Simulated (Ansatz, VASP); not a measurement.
## MnHg in VASP and in Ansatz

```xyz
2
Lattice="2.9712 0.0000 0.0000 0.0000 2.9712 0.0000 0.0000 0.0000 2.9712" Properties=species:S:1:pos:R:3 pbc="T T T"
Mn    1.4856    1.4856    1.4856
Hg    0.0000    0.0000    0.0000
```

Change from the starting cell: volume scaled by 0.72, PAW files.

Alike in both runs: task single point; functional PBE; k mesh 10 × 10 × 10; occupations fermi-dirac, width 0.1 eV; collinear spin.

```csv
,VASP,Ansatz
version,VASP 6.6.1,Ansatz 0.2.0
potentials or method,"VASP PAW PBE potentials, release 64 (Mn_pv, Hg)","PAW with Ansatz's default frozen-core files, scalar-relativistic"
plane-wave cutoff (eV),520,420
valence electrons in the cell,25,35
```

```tsv
	VASP	Ansatz	Ansatz less VASP
pressure (GPa)	58.3	55.4	-2.88
net moment per atom (μB)	1.36	1.35	-0.014
size of the moment on the site where the two differ most (μB)	2.73	2.66	-0.063
```

Site moments also hang on the region over which each program counts them. Both programs put the cell under a high pressure, so it lies far from rest at this level. VASP's potentials hold 25 valence electrons a cell and Ansatz's 35, so a difference there can come from the potentials and not from the codes.

Spin-orbit coupling is off throughout.
